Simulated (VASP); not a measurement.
# Ti3Zn (R-3m) in VASP: further runs

Runs on Ti3Zn. Level: LDA. Tasks: single point.

Program: VASP 6.6.1. These are calculated values, not measurements. Logs are shortened: lines on timing, memory, paths and dates and some standing lists are left out, and cuts for length are marked.

### Step 1. The cell of the first run

Symmetry: R-3m, No. 166, trigonal system. Conventional cell: a = 5.426 Å, b = 5.426 Å, c = 6.470 Å, α = 90.00°, β = 90.00°, γ = 120.00°. Within 3.5 Å of Ti (site symmetry 2/m) lie 8 Ti at 2.67 to 2.71 Å and 4 Zn at 2.67 to 2.71 Å. Within 3.5 Å of Zn (site symmetry -3m) lie 12 Ti at 2.67 to 2.71 Å.

### Step 2. Single point, LDA (13.75 Å³/atom)

File INCAR:

```
  PREC = Accurate
  ENCUT = 520
  EDIFF = 1E-6
  ISMEAR = 0
  SIGMA = 0.15
  LREAL = False
  LASPH = True
  NELM = 60
  ALGO = Fast
  ISIF = 2
  LWAVE = False
  LCHARG = True
  LELF = True
  LVHAR = True
  NBANDS = 32
```

File KPOINTS:

```
regular mesh
0
Gamma
  12 12 12
```

File POSCAR:

```
Ti3Zn
1.0
    3.8028851997     -0.0337624998     -0.0337624998
   -0.0337624998      3.8028851997     -0.0337624998
   -0.0337624998     -0.0337624998      3.8028851997
Ti Zn
3 1
Direct
    0.0000000000      0.5000000000      0.5000000000
    0.5000000000      0.0000000000      0.5000000000
    0.5000000000      0.5000000000      0.0000000000
    0.0000000000      0.0000000000      0.0000000000
```

Potentials or basis: VASP PAW LDA potentials, release 64 (Ti_sv, Zn).

Launch:

```console
> cat potpaw_LDA.64/Ti_sv/POTCAR potpaw_LDA.64/Zn/POTCAR > POTCAR
> mpirun -np 1 vasp_std > vasp.out
```

OUTCAR:

```text
PREC = Accurate
   ENCUT = 520
   EDIFF = 1E-6
   ISMEAR = 0
   LREAL = False
   LASPH = True
   NELM = 60
   ISIF = 2

 ion  position               nearest neighbor table
   1  0.000  0.500  0.500-   2 2.67   3 2.67   4 2.67   4 2.67   3 2.67   2 2.67   4 2.71   3 2.71
                             2 2.71   3 2.71   4 2.71   2 2.71
   2  0.500  0.000  0.500-   1 2.67   3 2.67   4 2.67   3 2.67   4 2.67   1 2.67   3 2.71   3 2.71
                             1 2.71   4 2.71   4 2.71   1 2.71
   3  0.500  0.500  0.000-   1 2.67   2 2.67   4 2.67   2 2.67   1 2.67   4 2.67   4 2.71   1 2.71
                             1 2.71   4 2.71   2 2.71   2 2.71
   4  0.000  0.000  0.000-   1 2.67   2 2.67   3 2.67   1 2.67   2 2.67   3 2.67   3 2.71   1 2.71
                             2 2.71   3 2.71   2 2.71   1 2.71

  LATTYP: Found a trigonal (rhomboedric) cell.
 ALAT       =     3.8031849357
 COS(alpha) =    -0.0176746476

  Lattice vectors:

 A1 = (   3.8028851997,  -0.0337624998,  -0.0337624998)
 A2 = (  -0.0337624998,   3.8028851997,  -0.0337624998)
 A3 = (  -0.0337624998,  -0.0337624998,   3.8028851997)

Analysis of symmetry for initial positions (statically):
=====================================================================
 Subroutine PRICEL returns:
 Original cell was already a primitive cell.

 Routine SETGRP: Setting up the symmetry group for a
 trigonal (rhombohedral) supercell.

 Subroutine GETGRP returns: Found 12 space group operations
 (whereof 12 operations were pure point group operations)
 out of a pool of 12 trial point group operations.

The static configuration has the point symmetry D_3d.

Analysis of symmetry for dynamics (positions and initial velocities):
=====================================================================
 Subroutine PRICEL returns:
 Original cell was already a primitive cell.

 Routine SETGRP: Setting up the symmetry group for a
 trigonal (rhombohedral) supercell.

 Subroutine GETGRP returns: Found 12 space group operations
 (whereof 12 operations were pure point group operations)
 out of a pool of 12 trial point group operations.

The dynamic configuration has the point symmetry D_3d.

 Subroutine INISYM returns: Found 12 space group operations
 (whereof 12 operations are pure point group operations),
 and found     1 'primitive' translations

----------------------------------------------------------------------------------------

                                     Primitive cell

  volume of cell :      54.9840

  direct lattice vectors                    reciprocal lattice vectors
[... 96 lines left out ...]
   NFREE  =      0    steps in history (QN), initial steepest desc. (CG)
   ISIF   =      2    stress and relaxation
   ISYM   =      2    0-nonsym 1-usesym 2-fastsym
   POTIM  = 0.5000    time-step for ionic-motion
   TEBEG  =    0.0;   TEEND  =   0.0 temperature during run
   PSTRESS=    0.0 pullay stress
   NELECT =      48.0000    total number of electrons
   NUPDOWN=      -1.0000    fix difference up-down
   EMIN   =  10.00;   EMAX   =-10.00  energy-range for DOS
   EFERMI =   0.00;   METHOD = LEGACY
   ISMEAR =     0;   SIGMA  =   0.15  broadening in eV -4-tet -1-fermi 0-gaus
   EFERMI_NEDOS =   21; number of points for ismear=-14 and -15
   IALGO  =     68    algorithm
   IMIX   =      4    mixing-type and parameters
     AMIX     =   0.40;   BMIX     =  1.00
     AMIX_MAG =   1.60;   BMIX_MAG =  1.00
  volume/ion in A,a.u.               =      13.75        92.76
  Fermi-wavevector in a.u.,A,eV,Ry     =   1.564623  2.956709 33.307690  2.448046
  Thomas-Fermi vector in A             =   2.667220
   LORBIT       =      0    0 simple, 1 ext, 2 COOP (PROOUT), +10 PAW based schemes
   GGA     = CA    functional components
   LHFCALC =     F    Hartree Fock is set to
   AEXX    =    0.0000 exact exchange contribution
   IVDW    =     0    specifies the selected vdW correction
   LEPSILON=     F    determine dielectric tensor
   LRPA    =     F    only Hartree local field effects (RPA)
 non-spin polarized calculation
 RMM-DIIS sequential band-by-band and
 Gauss-broadening in eV      SIGMA  =   0.15
  energy-cutoff  :      520.00
  volume of cell :       54.98
 maximum number of plane-waves:      1498
   NGX = 15   NGY = 15   NGZ = 15

 number of electron      48.0000027 magnetization

 Free energy of the ion-electron system (eV)
  ---------------------------------------------------
  ext. energy  EPLUGINS =         0.00000000
  ---------------------------------------------------
  free energy    TOTEN  =       -27.95576184 eV

  energy without entropy =      -27.91537085  energy(sigma->0) =      -27.93556634

 E-fermi :   8.6530     XC(G=0): -12.8414

 val. band max:        8.6466187479   @ k =  -0.4167  -0.4167   0.1667
 cond. band min:       8.6544285272   @ k =  -0.4167   0.5000   0.1667
 fundamental gap:      0.0078097793
 Fermi energy:         8.6530021154

 k-point     1 :       0.0000    0.0000    0.0000
  band No.  band energies     occupation
      1     -47.0016      2.00000
      2     -46.6831      2.00000
      3     -46.6831      2.00000
      4     -24.0103      2.00000
      5     -24.0103      2.00000
      6     -23.9344      2.00000
[... 829 lines left out ...]
     31      11.5454      0.00000
     32      11.9345      0.00000

 [... further k-points ...]

------------------------ aborting loop because EDIFF is reached ----------------------------------------

  FORCE on cell =-STRESS in cart. coord.  units (eV):
  Direction    XX          YY          ZZ          XY          YZ          ZX
  --------------------------------------------------------------------------------------
  -------------------------------------------------------------------------------------
  Total        4.4579554      4.4579554      4.4579554      0.5385394      0.5385394      0.5385394
  in kB      129.9002459    129.9002459    129.9002459     15.6924866     15.6924866     15.6924866
  external PRESSURE =     129.9002459 kB  Pullay stress =       0.0000000 kB

 VOLUME and BASIS-vectors are now :
 -----------------------------------------------------------------------------
  energy-cutoff  :      520.00
  volume of cell :       54.98
      direct lattice vectors                 reciprocal lattice vectors
     3.802885200 -0.033762500 -0.033762500     0.263000072  0.002355864  0.002355864
    -0.033762500  3.802885200 -0.033762500     0.002355864  0.263000072  0.002355864
    -0.033762500 -0.033762500  3.802885200     0.002355864  0.002355864  0.263000072

 POSITION                                       TOTAL-FORCE (eV/Angst)
 -----------------------------------------------------------------------------------
     -0.03376      1.88456      1.88456        -0.000000      0.000000      0.000000
      1.88456     -0.03376      1.88456         0.000000     -0.000000     -0.000000
      1.88456      1.88456     -0.03376        -0.000000      0.000000      0.000000
      0.00000      0.00000      0.00000         0.000000      0.000000      0.000000
 -----------------------------------------------------------------------------------
    total drift:                                0.000000      0.000000      0.000000

  FREE ENERGIE OF THE ION-ELECTRON SYSTEM (eV)
  ---------------------------------------------------
  free  energy   TOTEN  =       -27.9557618393 eV

  energy  without entropy=      -27.9153708486  energy(sigma->0) =      -27.93556634
```

It took 5.1 min on 1 thread of Intel Xeon 6975P-C (Granite Rapids), shared host; peak memory 0.36 GiB.

What came out:

```yaml
Free_energy: -27.9558 eV
Pressure: 13.0 GPa
Band_gap_on_the_k_mesh: zero (bands 24 and 25 overlap by 0.47 eV)
```

Caveat: the cell stands under pressure.

### Step 3. Single point, LDA (14.94 Å³/atom)

This run uses another cell than the first one, of 14.94 Å³/atom.

File INCAR:

```
  PREC = Accurate
  ENCUT = 520
  EDIFF = 1E-6
  ISMEAR = 0
  SIGMA = 0.15
  LREAL = F
  LASPH = T
  NELM = 100
  ALGO = Fast
  ISIF = 2
  LWAVE = F
  LCHARG = F
  GGA = CA
  NBANDS = 32
```

KPOINTS is that of step 2.

File POSCAR:

```
Ti3Zn
1.0
    3.9100542040     -0.0347139598     -0.0347139598
   -0.0347139598      3.9100542040     -0.0347139598
   -0.0347139598     -0.0347139598      3.9100542040
Ti Zn
3 1
Direct
    0.0000000000      0.5000000000      0.5000000000
    0.5000000000      0.0000000000      0.5000000000
    0.5000000000      0.5000000000      0.0000000000
    0.0000000000      0.0000000000      0.0000000000
```

Potentials or basis: VASP PAW LDA potentials, release 64 (Ti_sv, Zn).

Launch:

```console
> cat potpaw_LDA.64/Ti_sv/POTCAR potpaw_LDA.64/Zn/POTCAR > POTCAR
> mpirun -np 1 vasp_std > vasp.out
```

It took 7.4 min on 1 thread of Intel Xeon 6975P-C (Granite Rapids), shared host; peak memory 0.38 GiB.

It converged, with:

```
Free energy            : -28.1433 eV
Pressure               : 0.3 GPa
Band gap on the k mesh : zero (bands 24 and 25 overlap by 0.41 eV)
```

Stress tensor (GPa, compression positive):
```
0.27 1.21 1.21
1.21 0.27 1.21
1.21 1.21 0.27
```

Levels at points of the mesh, in eV from the Fermi level:
| k point | band 22 | band 23 | band 24 | band 25 | band 26 | band 27 |
| --- | --- | --- | --- | --- | --- | --- |
| (0.00, 0.00, 0.00) | -1.08 | -1.08 | -0.95 | 2.23 | 2.23 | 2.23 |
| (0.50, 0.00, 0.00) | -0.91 | -0.73 | 0.26 | 0.80 | 0.81 | 1.24 |
| (0.50, 0.50, 0.00) | -1.18 | -0.29 | -0.20 | -0.07 | 0.99 | 1.01 |
| (0.50, 0.50, 0.50) | -0.25 | -0.25 | -0.06 | 0.66 | 0.88 | 0.88 |

### Step 4. Single point, LDA (14.94 Å³/atom)

This run uses another cell than the first one, of 14.94 Å³/atom.

File INCAR:

```
SYSTEM = Ti3Zn
ALGO = Fast ; EDIFF = 1E-6
ENCUT = 520 ; GGA = CA
ISIF = 2 ; ISMEAR = 0
LASPH = .True. ; LCHARG = .False.
LREAL = .False. ; LWAVE = .False.
NBANDS = 32 ; NELM = 60
PREC = Accurate ; SIGMA = 0.15
```

File KPOINTS:

```
k-points
0
Gamma
  12 12 12
  0 0 0
```

File POSCAR:

```
Ti3Zn
1.0
    3.9100556924      0.0350046279      0.0350046279
    0.0350046279      3.9100556924      0.0350046279
    0.0350046279      0.0350046279      3.9100556924
Ti Zn
3 1
Direct
    0.0000000000      0.5000000000      0.5000000000
    0.5000000000      0.0000000000      0.5000000000
    0.5000000000      0.5000000000      0.0000000000
    0.0000000000      0.0000000000      0.0000000000
```

Launch:

```console
> cat potpaw_LDA.64/Ti_sv/POTCAR potpaw_LDA.64/Zn/POTCAR > POTCAR
> mpirun -np 1 vasp_std > vasp.out
```

Wall time 6.9 min (1 thread of Intel Xeon 6975P-C (Granite Rapids), shared host); peak memory 0.38 GiB.

It converged, with:

| Item | Value |
| --- | --- |
| Free energy | -28.1421 eV |
| Pressure | 0.3 GPa |
| Band gap on the k mesh | zero (bands 24 and 25 overlap by 0.38 eV) |

Stress tensor (GPa, compression positive):
```
 0.26 -1.38 -1.38
-1.38  0.26 -1.38
-1.38 -1.38  0.26
```

Levels at points of the mesh, in eV from the Fermi level:
| k point | band 22 | band 23 | band 24 | band 25 | band 26 | band 27 |
| --- | --- | --- | --- | --- | --- | --- |
| (0.00, 0.00, 0.00) | -1.10 | -0.99 | -0.99 | 2.15 | 2.25 | 2.25 |
| (0.50, 0.00, 0.00) | -0.91 | -0.74 | 0.26 | 0.80 | 0.81 | 1.24 |
| (0.50, 0.50, 0.00) | -1.18 | -0.30 | -0.18 | -0.07 | 0.99 | 1.02 |
| (0.50, 0.50, 0.50) | -0.33 | -0.11 | -0.11 | 0.73 | 0.73 | 0.96 |

### Step 5. Overview

| cell | gap on the mesh (eV) | pressure (GPa) |
| --- | --- | --- |
| a = 3.803 Å, angles 91.0°, 4 atoms | none | 13.0 |
| a = 3.910 Å, angles 91.0°, 4 atoms | none | 0.3 |
| a = 3.910 Å, angles 89.0°, 4 atoms | none | 0.3 |

Alike in all rows: task single point; level LDA; potentials or basis VASP PAW LDA potentials, release 64 (Ti_sv, Zn); no spin polarisation; k mesh 12 × 12 × 12; cutoff (eV) 520; smearing gaussian 0.15 eV.

Caveats: the cell stands under pressure (at least some runs).

Absolute energies hang on the potentials; compare differences alone.
